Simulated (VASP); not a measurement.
# TiCo (Pm-3m) in VASP: further runs, part 2 of 2

VASP 6.6.1. Earlier steps stand in the parts before.

## (4) Single point, PBE, collinear spin, ferromagnetic start

The input, INCAR:

```
SYSTEM = TiCo
  ALGO = Normal
  EDIFF = 1E-6
  ENCUT = 690
  GGA = PE
  GGA_COMPAT = .False.
  ISIF = 2
  ISMEAR = -1
  ISPIN = 2
  LASPH = .True.
  LCHARG = .False.
  LMAXMIX = 4
  LORBIT = 11
  LREAL = .False.
  LWAVE = .False.
  MAGMOM = 2 1
  NBANDS = 26
  NELM = 200
  PREC = Accurate
  SIGMA = 0.05
```

The input, KPOINTS:

```
k-points
0
Gamma
  9 9 9
  0 0 0
```

The input, POSCAR:

```
TiCo
1.0
    2.9861109900      0.0000000000      0.0000000000
    0.0000000000      2.9861109900      0.0000000000
    0.0000000000      0.0000000000      2.9861109900
Co Ti
1 1
Direct
    0.5000000000      0.5000000000      0.5000000000
    0.0000000000      0.0000000000      0.0000000000
```

Launch:

```console
$ cat potpaw_PBE.64/Co_sv/POTCAR potpaw_PBE.64/Ti_sv/POTCAR > POTCAR
$ mpirun -np 1 vasp_std > vasp.out
```

Run time: 90 s. Hardware: 1 thread of Intel Xeon Platinum 8259CL at 2.50GHz (Skylake/Cascade Lake), shared host; peak memory 0.21 GiB.

It converged, with:

```
Free energy                                           : -15.7612 eV
Pressure                                              : -1.2 GPa
Net moment                                            : 0.82 μB per cell
Site moments                                          : Co +0.90; Ti -0.04 μB
Valence electrons inside the program's atomic spheres : Co 15.10; Ti 10.29
```

Levels at points of the mesh, in eV from the Fermi level:
Spin up:
```csv
k point,band 11,band 12,band 13,band 14,band 15,band 16,band 17,band 18,band 19,band 20
"(0.00, 0.00, 0.00)",-4.20,-1.88,-1.88,-1.88,0.48,0.48,2.66,2.66,2.66,8.87
```
Spin down:
```
           k point  band 12  band 13  band 14  band 15  band 16  band 17
(0.00, 0.00, 0.00)    -1.35    -1.35    -1.35     1.02     1.02     2.75
```

## (5) Single point, r2SCAN, collinear spin, ferromagnetic start

This run uses another cell than the first one, of 13.58 Å³/atom.

The input, POSCAR:

```
TiCo
1.0
    3.0058871358      0.0000000000      0.0000000000
    0.0000000000      3.0058871358      0.0000000000
    0.0000000000      0.0000000000      3.0058871358
Co Ti
1 1
Direct
    0.5000000000      0.5000000000      0.5000000000
    0.0000000000      0.0000000000      0.0000000000
```

The input, INCAR.step1:

```
PREC = Accurate
ENCUT = 760
ISMEAR = -1
SIGMA = 0.05
LREAL = F
LASPH = T
NELM = 200
ISPIN = 2
MAGMOM = 2 1
LMAXMIX = 4
NBANDS = 26
GGA = PE
ALGO = Normal
EDIFF = 1E-5
LWAVE = T
LCHARG = F
GGA_COMPAT = F
```

The input, INCAR.step2:

```
PREC = Accurate
ENCUT = 760
EDIFF = 1E-6
ISMEAR = -1
SIGMA = 0.05
LREAL = F
LASPH = T
NELM = 200
ALGO = Normal
ISIF = 2
LWAVE = F
LCHARG = F
ISPIN = 2
MAGMOM = 2 1
LORBIT = 11
LMAXMIX = 4
METAGGA = R2SCAN
LMIXTAU = T
NBANDS = 26
ISTART = 1
GGA_COMPAT = F
```

The input, KPOINTS:

```
regular mesh
0
Gamma
  9 9 9
```

Potentials or basis: VASP PAW PBE potentials, release 64 (Co_sv, Ti_sv).

Launch:

```console
$ cat potpaw_PBE.64/Co_sv/POTCAR potpaw_PBE.64/Ti_sv/POTCAR > POTCAR
$ cp INCAR.step1 INCAR
$ mpirun -np 1 vasp_std > vasp.out
$ cp INCAR.step2 INCAR
$ mpirun -np 1 vasp_std > vasp.out
```

OUTCAR:

```text
PREC = Accurate
   ENCUT = 760
   EDIFF = 1E-6
   ISMEAR = -1
   LREAL = F
   LASPH = T
   NELM = 200
   ISIF = 2
   ISPIN = 2
   LORBIT = 11
   METAGGA = R2SCAN
   ISTART = 1

 ion  position               nearest neighbor table
   1  0.500  0.500  0.500-   2 2.60   2 2.60   2 2.60   2 2.60   2 2.60   2 2.60   2 2.60   2 2.60

   2  0.000  0.000  0.000-   1 2.60   1 2.60   1 2.60   1 2.60   1 2.60   1 2.60   1 2.60   1 2.60

  LATTYP: Found a simple cubic cell.
 ALAT       =     3.0058871358

[... 1609 lines left out ...]
  external PRESSURE =     -20.0404112 kB  Pullay stress =       0.0000000 kB

 VOLUME and BASIS-vectors are now :
 -----------------------------------------------------------------------------
  energy-cutoff  :      760.00
  volume of cell :       27.16
      direct lattice vectors                 reciprocal lattice vectors
     3.005887136  0.000000000  0.000000000     0.332680488  0.000000000  0.000000000
     0.000000000  3.005887136  0.000000000     0.000000000  0.332680488  0.000000000
     0.000000000  0.000000000  3.005887136     0.000000000  0.000000000  0.332680488

 POSITION                                       TOTAL-FORCE (eV/Angst)
 -----------------------------------------------------------------------------------
      1.50294      1.50294      1.50294         0.000000      0.000000      0.000000
      0.00000      0.00000      0.00000         0.000000      0.000000      0.000000
 -----------------------------------------------------------------------------------
    total drift:                                0.000000      0.000000      0.000000

  FREE ENERGIE OF THE ION-ELECTRON SYSTEM (eV)
  ---------------------------------------------------
  free  energy   TOTEN  =       -27.0892814728 eV

  energy  without entropy=      -27.0763168946  energy(sigma->0) =      -27.08279918

 total charge

# of ion       s       p       d       tot
------------------------------------------
    1        2.274   6.119   6.696  15.089
    2        2.239   6.192   1.792  10.223
--------------------------------------------------
tot          4.513  12.311   8.488  25.313

 magnetization (x)

# of ion       s       p       d       tot
------------------------------------------
    1        0.025  -0.009   1.415   1.431
    2       -0.009  -0.043  -0.281  -0.332
--------------------------------------------------
tot          0.016  -0.051   1.134   1.099
```

OSZICAR.step1:

```text
N       E                     dE             d eps       ncg     rms          rms(c)
DAV:   1     0.474696079109E+03    0.47470E+03   -0.19442E+04  4394   0.304E+03
DAV:   2     0.197839317631E+02   -0.45491E+03   -0.43065E+03  4932   0.753E+02
DAV:   3    -0.161897719286E+02   -0.35974E+02   -0.35031E+02  5220   0.203E+02
DAV:   4    -0.176427299649E+02   -0.14530E+01   -0.14439E+01  5306   0.331E+01
DAV:   5    -0.176858395853E+02   -0.43110E-01   -0.43093E-01  4600   0.536E+00    0.175E+01
DAV:   6    -0.176980184882E+02   -0.12179E-01   -0.19810E+01  4760   0.700E+01    0.199E+01
DAV:   7    -0.167344500706E+02    0.96357E+00   -0.23579E+01  4556   0.506E+01    0.158E+01
DAV:   8    -0.157752685294E+02    0.95918E+00   -0.59129E+00  5056   0.271E+01    0.346E+00
DAV:   9    -0.157319024825E+02    0.43366E-01   -0.29879E-01  5380   0.516E+00    0.192E+00
DAV:  10    -0.157512692150E+02   -0.19367E-01   -0.77571E-02  4876   0.208E+00    0.159E+00
DAV:  11    -0.157542834902E+02   -0.30143E-02   -0.46694E-02  5326   0.157E+00    0.668E-01
DAV:  12    -0.157559177450E+02   -0.16343E-02   -0.43805E-03  5252   0.584E-01    0.379E-01
DAV:  13    -0.157552764637E+02    0.64128E-03   -0.13743E-03  5172   0.251E-01    0.158E-01
DAV:  14    -0.157553048796E+02   -0.28416E-04   -0.19494E-04  4220   0.105E-01    0.784E-02
DAV:  15    -0.157552954595E+02    0.94202E-05   -0.14260E-04  4316   0.109E-01    0.215E-02
DAV:  16    -0.157553001768E+02   -0.47173E-05   -0.15945E-05  2130   0.427E-02
   1 F= -.15755300E+02 E0= -.15746770E+02  d E =-.170603E-01  mag=     0.8408
```

Run time: 2.9 min. Hardware: 1 thread of Intel Xeon Platinum 8488C (Sapphire Rapids), shared host; peak memory 0.23 GiB.

What came out:

```
Free energy                                           : -27.0893 eV
Pressure                                              : -2.0 GPa
Net moment                                            : 0.87 μB per cell
Site moments                                          : Co +1.43; Ti -0.33 μB
Valence electrons inside the program's atomic spheres : Co 15.09; Ti 10.22
```

Levels at points of the mesh, in eV from the Fermi level:
Spin up:
| k point | band 11 | band 12 | band 13 | band 14 | band 15 | band 16 | band 17 | band 18 | band 19 | band 20 |
| --- | --- | --- | --- | --- | --- | --- | --- | --- | --- | --- |
| (0.00, 0.00, 0.00) | -4.66 | -2.35 | -2.35 | -2.35 | 0.59 | 0.59 | 2.87 | 2.87 | 2.87 | 9.10 |
Spin down:
| k point | band 11 | band 12 | band 13 | band 14 | band 15 | band 16 | band 17 | band 18 |
| --- | --- | --- | --- | --- | --- | --- | --- | --- |
| (0.00, 0.00, 0.00) | -3.32 | -1.37 | -1.37 | -1.37 | 1.61 | 1.61 | 2.82 | 2.82 |

Caveat: the PAW data sets were made with another functional, which shifts forces and pressure a little.

## (6) Summary

| level | fixed moment (μB) | cell | k mesh | cutoff (eV) | gap on the mesh (eV) | pressure (GPa) | moment (μB) |
| --- | --- | --- | --- | --- | --- | --- | --- |
| PBEsol | 6.0 | a = 2.986 Å, 2 atoms | 8 × 8 × 8 | 690 | - | 36.8 | 6.00 |
| r2SCAN | - | a = 2.986 Å, 2 atoms | 5 × 5 × 5 | 760 | none | 0.7 | 0.94 |
| PBE | - | a = 2.986 Å, 2 atoms | 9 × 9 × 9 | 690 | none | -1.2 | 0.82 |
| r2SCAN | - | a = 3.006 Å, 2 atoms | 9 × 9 × 9 | 760 | none | -2.0 | 0.87 |

Alike in all rows: task single point; potentials or basis VASP PAW PBE potentials, release 64 (Co_sv, Ti_sv); spin collinear, ferromagnetic start; smearing fermi-dirac 0.05 eV.

Caveats: some runs use coarse meshes; the PAW data sets were made with another functional, which shifts forces and pressure a little (at least some runs); the cell stands under pressure (at least some runs); the total moment is fixed, so each spin has its own Fermi level and the state may be an excited one (at least some runs).

Absolute energies hang on the potentials; compare differences alone.
